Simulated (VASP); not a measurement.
# GaSb (F-43m) in VASP: single point with r2SCAN

Aim: the single point of GaSb with r2SCAN.

All numbers are computed with VASP 6.6.1; they aren't measurements. Logs are shortened: lines on timing, memory, paths and dates and some standing lists are left out, and cuts for length are marked.

### Step 1. The cell of the first run

The structure is cubic, space group F-43m (No. 216). The conventional cell has a = 6.096 Å, b = 6.096 Å, c = 6.096 Å, α = 90.00°, β = 90.00°, γ = 90.00°. Within 3.5 Å of Ga (site symmetry -43m) lie 4 Sb at 2.64 Å. Sb (site symmetry -43m) has 4 Ga at 2.64 Å within 3.5 Å.

### Step 2. Single point, r2SCAN

POSCAR reads:

```
GaSb
1.0
    0.0000000000      3.0479500000      3.0479500000
    3.0479500000      0.0000000000      3.0479500000
    3.0479500000      3.0479500000      0.0000000000
Ga Sb
1 1
Direct
    0.0000000000      0.0000000000      0.0000000000
    0.2500000000      0.2500000000      0.2500000000
```

INCAR.step1 reads:

```
SYSTEM = GaSb
PREC     = Accurate       ! precision mode
ENCUT    = 520            ! plane-wave cutoff, eV
ISMEAR   = 0              ! smearing method
SIGMA    = 0.01           ! smearing width, eV
LREAL    = .FALSE.        ! projectors in reciprocal space
LASPH    = .TRUE.         ! aspherical terms in the spheres
NELM     = 80             ! most SCF steps
NBANDS   = 16             ! bands
GGA      = PE             ! functional
ALGO     = Normal         ! electronic algorithm
EDIFF    = 1E-4           ! SCF threshold, eV
LWAVE    = .TRUE.         ! write WAVECAR
LCHARG   = .FALSE.        ! write CHGCAR
```

INCAR.step2 reads:

```
SYSTEM = GaSb
PREC     = Accurate       ! precision mode
ENCUT    = 520            ! plane-wave cutoff, eV
EDIFF    = 1E-6           ! SCF threshold, eV
ISMEAR   = 0              ! smearing method
SIGMA    = 0.01           ! smearing width, eV
LREAL    = .FALSE.        ! projectors in reciprocal space
LASPH    = .TRUE.         ! aspherical terms in the spheres
NELM     = 80             ! most SCF steps
ALGO     = Normal         ! electronic algorithm
ISIF     = 2              ! what is computed and relaxed
LWAVE    = .FALSE.        ! write WAVECAR
LCHARG   = .TRUE.         ! write CHGCAR
METAGGA  = R2SCAN         ! meta-GGA
LMIXTAU  = .TRUE.       
LELF     = .TRUE.         ! ELF
LVHAR    = .TRUE.       
NBANDS   = 16             ! bands
ISTART   = 1
```

KPOINTS reads:

```
regular mesh
0
G
  6 6 6
  0 0 0
```

Potentials or basis: VASP PAW PBE potentials, release 64 (Ga_d, Sb).

The run is started by

```sh
$ cat potpaw_PBE.64/Ga_d/POTCAR potpaw_PBE.64/Sb/POTCAR > POTCAR
$ cp INCAR.step1 INCAR
$ mpirun -np 1 vasp_std > vasp.out
$ cp INCAR.step2 INCAR
$ mpirun -np 1 vasp_std > vasp.out
```

OUTCAR:

```text
SYSTEM = GaSb
   PREC = Accurate
   ENCUT = 520
   EDIFF = 1E-6
   ISMEAR = 0
   LREAL = .FALSE.
   LASPH = .TRUE.
   NELM = 80
   ISIF = 2
   METAGGA = R2SCAN
   ISTART = 1

 ion  position               nearest neighbor table
   1  0.000  0.000  0.000-   2 2.64   2 2.64   2 2.64   2 2.64
   2  0.250  0.250  0.250-   1 2.64   1 2.64   1 2.64   1 2.64

  LATTYP: Found a face centered cubic cell.
 ALAT       =     6.0959000000

  Lattice vectors:

 A1 = (   0.0000000000,   3.0479500000,   3.0479500000)
 A2 = (   3.0479500000,   0.0000000000,   3.0479500000)
 A3 = (   3.0479500000,   3.0479500000,   0.0000000000)

Analysis of symmetry for initial positions (statically):
=====================================================================
 Subroutine PRICEL returns:
 Original cell was already a primitive cell.

 Routine SETGRP: Setting up the symmetry group for a
 face centered cubic supercell.

 Subroutine GETGRP returns: Found 24 space group operations
 (whereof 24 operations were pure point group operations)
 out of a pool of 48 trial point group operations.

The static configuration has the point symmetry T_d .

Analysis of symmetry for dynamics (positions and initial velocities):
=====================================================================
 Subroutine PRICEL returns:
 Original cell was already a primitive cell.

 Routine SETGRP: Setting up the symmetry group for a
 face centered cubic supercell.

 Subroutine GETGRP returns: Found 24 space group operations
 (whereof 24 operations were pure point group operations)
 out of a pool of 48 trial point group operations.

The dynamic configuration has the point symmetry T_d .

 Subroutine INISYM returns: Found 24 space group operations
 (whereof 24 operations are pure point group operations),
 and found     1 'primitive' translations

----------------------------------------------------------------------------------------

                                     Primitive cell

  volume of cell :      56.6309

  direct lattice vectors                    reciprocal lattice vectors
     0.000000000  3.047950000  3.047950000    -0.164044686  0.164044686  0.164044686
     3.047950000  0.000000000  3.047950000     0.164044686 -0.164044686  0.164044686
     3.047950000  3.047950000  0.000000000     0.164044686  0.164044686 -0.164044686

  length of vectors
     4.310452227  4.310452227  4.310452227     0.284133730  0.284133730  0.284133730

  position of ions in fractional coordinates (direct lattice)
     0.000000000  0.000000000  0.000000000
     0.250000000  0.250000000  0.250000000

  ion indices of the primitive-cell ions
   primitive index   ion index
                 1           1
                 2           2

----------------------------------------------------------------------------------------

 KPOINTS: regular mesh

Automatic generation of k-mesh.
 Grid dimensions read from file:
 generate k-points for:    6    6    6

 Generating k-lattice:

  Cartesian coordinates                     Fractional coordinates (reciprocal lattice)
    -0.027340781  0.027340781  0.027340781     0.166666667  0.000000000  0.000000000
     0.027340781 -0.027340781  0.027340781     0.000000000  0.166666667  0.000000000
     0.027340781  0.027340781 -0.027340781     0.000000000  0.000000000  0.166666667

  Length of vectors
     0.047355622  0.047355622  0.047355622

  Shift w.r.t. Gamma in fractional coordinates (k-lattice)
     0.000000000  0.000000000  0.000000000

 Subroutine IBZKPT returns following result:
 ===========================================

 Found     16 irreducible k-points:

 Following reciprocal coordinates:
            Coordinates               Weight
  0.000000  0.000000  0.000000      1.000000
  0.166667  0.000000  0.000000      8.000000
  0.333333  0.000000  0.000000      8.000000
  0.500000  0.000000  0.000000      4.000000
  0.166667  0.166667  0.000000      6.000000
  0.333333  0.166667  0.000000     24.000000
[... 8 lines left out ...]
 -0.333333  0.333333  0.166667     24.000000
 -0.333333  0.500000  0.166667     12.000000
   k-points           NKPTS =     16   k-points in BZ     NKDIM =     16   number of bands    NBANDS=     16
   number of dos      NEDOS =    301   number of ions     NIONS =      2
   total plane-waves  NPLWV =  32768
   dimension x,y,z NGX =    32 NGY =   32 NGZ =   32
   dimension x,y,z NGXF=    64 NGYF=   64 NGZF=   64
   ions per type =               1   1
   NGX,Y,Z   is equivalent  to a cutoff of  12.34, 12.34, 12.34 a.u.
   NGXF,Y,Z  is equivalent  to a cutoff of  24.68, 24.68, 24.68 a.u.
 SYSTEM =  GaSb
   PREC   = accura    normal or accurate (medium, high low for compatibility)
   ISTART =      1    job   : 0-new  1-cont  2-samecut
   ICHARG =      0    charge: 1-file 2-atom 10-const
   ISPIN  =      1    spin polarized calculation?
   LNONCOLLINEAR =      F non collinear calculations
   LSORBIT =      F    spin-orbit coupling
   LASPH  =      T    aspherical Exc in radial PAW
   ENCUT  =  520.0 eV  38.22 Ry    6.18 a.u.   8.01  8.01  8.01*2*pi/ulx,y,z
   NELM   =     80;   NELMIN=  2; NELMDL=  0     # of ELM steps
   EDIFF  = 0.1E-05   stopping-criterion for ELM
   LREAL  =      F    real-space projection
[... 7 lines left out ...]
   TEBEG  =    0.0;   TEEND  =   0.0 temperature during run
   PSTRESS=    0.0 pullay stress
   NELECT =      18.0000    total number of electrons
   NUPDOWN=      -1.0000    fix difference up-down
   EMIN   =  10.00;   EMAX   =-10.00  energy-range for DOS
   EFERMI =   0.00;   METHOD = LEGACY
   ISMEAR =     0;   SIGMA  =   0.01  broadening in eV -4-tet -1-fermi 0-gaus
   EFERMI_NEDOS =   21; number of points for ismear=-14 and -15
   IALGO  =     38    algorithm
   IMIX   =      4    mixing-type and parameters
     AMIX     =   0.40;   BMIX     =  1.00
     AMIX_MAG =   1.60;   BMIX_MAG =  1.00
  volume/ion in A,a.u.               =      28.32       191.08
  Fermi-wavevector in a.u.,A,eV,Ry     =   1.117243  2.111284 16.983241  1.248233
  Thomas-Fermi vector in A             =   2.253865
   LORBIT       =      0    0 simple, 1 ext, 2 COOP (PROOUT), +10 PAW based schemes
   METAGGA = R2SCAN    functional components
   LHFCALC =     F    Hartree Fock is set to
   AEXX    =    0.0000 exact exchange contribution
   IVDW    =     0    specifies the selected vdW correction
   LEPSILON=     F    determine dielectric tensor
   LRPA    =     F    only Hartree local field effects (RPA)
 non-spin polarized calculation
 Gauss-broadening in eV      SIGMA  =   0.01
  energy-cutoff  :      520.00
  volume of cell :       56.63
 maximum number of plane-waves:      1544
   NGX = 17   NGY = 17   NGZ = 17

 number of electron      17.9999984 magnetization

 Free energy of the ion-electron system (eV)
  ---------------------------------------------------
  ext. energy  EPLUGINS =         0.00000000
  ---------------------------------------------------
  free energy    TOTEN  =       -37.57546868 eV

  energy without entropy =      -37.57546868  energy(sigma->0) =      -37.57546868

 E-fermi :   4.8629     XC(G=0):  -9.7685

 val. band max:        4.8041183231   @ k =   0.0000   0.0000   0.0000
 cond. band min:       5.3360418726   @ k =   0.0000   0.0000   0.0000
 fundamental gap:      0.5319235495
 Fermi energy:         4.8629385412

 k-point     1 :       0.0000    0.0000    0.0000
  band No.  band energies     occupation
      1     -10.7234      2.00000
      2     -10.7234      2.00000
      3     -10.7233      2.00000
      4     -10.6648      2.00000
      5     -10.6648      2.00000
      6      -7.2063      2.00000
[... 8 lines left out ...]
     15      13.8394      0.00000
     16      13.8394      0.00000

 k-point     2 :       0.1667    0.0000    0.0000
  band No.  band energies     occupation
      1     -10.7314      2.00000
      2     -10.7199      2.00000
      3     -10.7199      2.00000
      4     -10.6651      2.00000
      5     -10.6651      2.00000
      6      -6.9044      2.00000
[... 8 lines left out ...]
     15      12.8522      0.00000
     16      12.8522      0.00000

 k-point     3 :       0.3333    0.0000    0.0000
  band No.  band energies     occupation
      1     -10.7470      2.00000
      2     -10.7137      2.00000
      3     -10.7137      2.00000
      4     -10.6650      2.00000
      5     -10.6650      2.00000
      6      -6.0971      2.00000
[... 8 lines left out ...]
     15      13.3994      0.00000
     16      13.3994      0.00000

 k-point     4 :       0.5000    0.0000    0.0000
  band No.  band energies     occupation
      1     -10.7546      2.00000
      2     -10.7111      2.00000
      3     -10.7111      2.00000
      4     -10.6645      2.00000
      5     -10.6645      2.00000
      6      -5.4553      2.00000
[... 8 lines left out ...]
     15      15.3414      0.00000
     16      15.3414      0.00000

 k-point     5 :       0.1667    0.1667    0.0000
  band No.  band energies     occupation
      1     -10.7375      2.00000
      2     -10.7166      2.00000
      3     -10.7166      2.00000
      4     -10.6675      2.00000
      5     -10.6636      2.00000
      6      -6.8014      2.00000
[... 8 lines left out ...]
     15      12.9523      0.00000
     16      14.2180      0.00000

 k-point     6 :       0.3333    0.1667    0.0000
  band No.  band energies     occupation
      1     -10.7502      2.00000
      2     -10.7111      2.00000
      3     -10.7100      2.00000
      4     -10.6693      2.00000
      5     -10.6630      2.00000
      6      -6.1440      2.00000
[... 8 lines left out ...]
     15      14.0950      0.00000
     16      14.5008      0.00000
[... 115 lines left out ...]
 k-point    13 :       0.5000    0.5000    0.0000
  band No.  band energies     occupation
      1     -10.7737      2.00000
      2     -10.6954      2.00000
      3     -10.6954      2.00000
      4     -10.6783      2.00000
      5     -10.6600      2.00000
      6      -4.5483      2.00000
[... 8 lines left out ...]
     15      16.3848      0.00000
     16      16.7442      0.00000

 k-point    14 :       0.5000    0.3333    0.1667
  band No.  band energies     occupation
      1     -10.7599      2.00000
      2     -10.7067      2.00000
      3     -10.7036      2.00000
      4     -10.6708      2.00000
      5     -10.6631      2.00000
      6      -5.4028      2.00000
[... 8 lines left out ...]
     15      14.4252      0.00000
     16      16.5114      0.00000

 k-point    15 :      -0.3333    0.3333    0.1667
  band No.  band energies     occupation
      1     -10.7635      2.00000
      2     -10.7057      2.00000
      3     -10.7007      2.00000
      4     -10.6700      2.00000
      5     -10.6644      2.00000
      6      -4.8234      2.00000
[... 8 lines left out ...]
     15      15.9284      0.00000
     16      16.1499      0.00000

 k-point    16 :      -0.3333    0.5000    0.1667
  band No.  band energies     occupation
      1     -10.7686      2.00000
      2     -10.7017      2.00000
      3     -10.6969      2.00000
      4     -10.6737      2.00000
      5     -10.6627      2.00000
      6      -4.5114      2.00000
[... 8 lines left out ...]
     15      15.4635      0.00000
     16      16.8539      0.00000

------------------------ aborting loop because EDIFF is reached ----------------------------------------

  FORCE on cell =-STRESS in cart. coord.  units (eV):
  Direction    XX          YY          ZZ          XY          YZ          ZX
  --------------------------------------------------------------------------------------
  -------------------------------------------------------------------------------------
  Total        0.3798577      0.3798577      0.3798577      0.0000000      0.0000000      0.0000000
  in kB       10.7467724     10.7467724     10.7467724      0.0000000      0.0000000      0.0000000
  external PRESSURE =      10.7467724 kB  Pullay stress =       0.0000000 kB

 VOLUME and BASIS-vectors are now :
 -----------------------------------------------------------------------------
  energy-cutoff  :      520.00
  volume of cell :       56.63
      direct lattice vectors                 reciprocal lattice vectors
     0.000000000  3.047950000  3.047950000    -0.164044686  0.164044686  0.164044686
     3.047950000  0.000000000  3.047950000     0.164044686 -0.164044686  0.164044686
     3.047950000  3.047950000  0.000000000     0.164044686  0.164044686 -0.164044686

 POSITION                                       TOTAL-FORCE (eV/Angst)
 -----------------------------------------------------------------------------------
      0.00000      0.00000      0.00000        -0.000000      0.000000      0.000000
      1.52398      1.52398      1.52398         0.000000     -0.000000     -0.000000
 -----------------------------------------------------------------------------------
    total drift:                               -0.000002     -0.000002     -0.000002

  FREE ENERGIE OF THE ION-ELECTRON SYSTEM (eV)
  ---------------------------------------------------
  free  energy   TOTEN  =       -37.5754686816 eV

  energy  without entropy=      -37.5754686816  energy(sigma->0) =      -37.57546868
```

It took 21 s on 1 thread of Intel Xeon 6975P-C (Granite Rapids), shared host; peak memory 0.18 GiB.

Results:

```yaml
Free_energy: -37.5755 eV
Pressure: 1.1 GPa
Band_gap_on_the_k_mesh: 0.53 eV, direct
```

Levels at points of the mesh, in eV from the valence-band top:
```tsv
k point	band 7	band 8	band 9	band 10	band 11	band 12
(0.00, 0.00, 0.00)	0.00	0.00	0.00	0.53	2.97	2.97
(0.50, 0.00, 0.00)	-6.64	-1.23	-1.23	0.71	4.01	4.01
(0.50, 0.50, 0.00)	-7.10	-2.74	-2.74	1.10	1.46	9.34
```

Caveat: the PAW data sets were made with another functional, which shifts forces and pressure a little; spin-orbit coupling is left out, which moves the levels of the heavy elements.
